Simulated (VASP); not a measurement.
# In3S2: single point with PBE

The system is In3S2.

```xyz
5
Lattice="4.2547 0.0000 0.0000 0.0000 4.2547 0.0000 0.0000 0.0000 7.6981" Properties=species:S:1:pos:R:3 pbc="T T T"
In    0.0000    0.0000    0.0000
In    0.0000    0.0000    3.8490
In    2.1274    2.1274    3.8490
S     2.1274    2.1274    1.4092
S     2.1274    2.1274    6.2889
```

```json
{
 "Program": "VASP 6.6.1",
 "Task": "single point",
 "Functional": "PBE",
 "Potentials or basis": "VASP PAW PBE potentials, release 64 (In_d, S)",
 "Cutoff": "520 eV",
 "k mesh": "10 × 10 × 6",
 "Occupations": "gaussian, width 0.1 eV",
 "Spin": "no spin polarisation",
 "Dipole correction": "no",
 "k mesh for the DOS": "15 × 15 × 9",
 "Occupations for the DOS": "tetrahedron",
 "Further INCAR settings": "ALGO = Normal; EDIFF = 1e-06"
}
```

The valence electrons inside the program's atomic spheres are In 11.17, 11.30, 11.47; S 3.62.

Levels at points of the mesh, in eV from the Fermi level:
| k point | band 23 | band 24 | band 25 | band 26 | band 27 | band 28 |
| --- | --- | --- | --- | --- | --- | --- |
| (0.00, 0.00, 0.00) | -1.58 | -0.90 | -0.90 | 0.37 | 0.94 | 0.94 |

Run time: 18 min on 1 thread of Intel Xeon 8259CL (shared host), peak memory 0.66 GiB.

Caveat: spin-orbit coupling is left out, which moves the levels of the heavy elements.
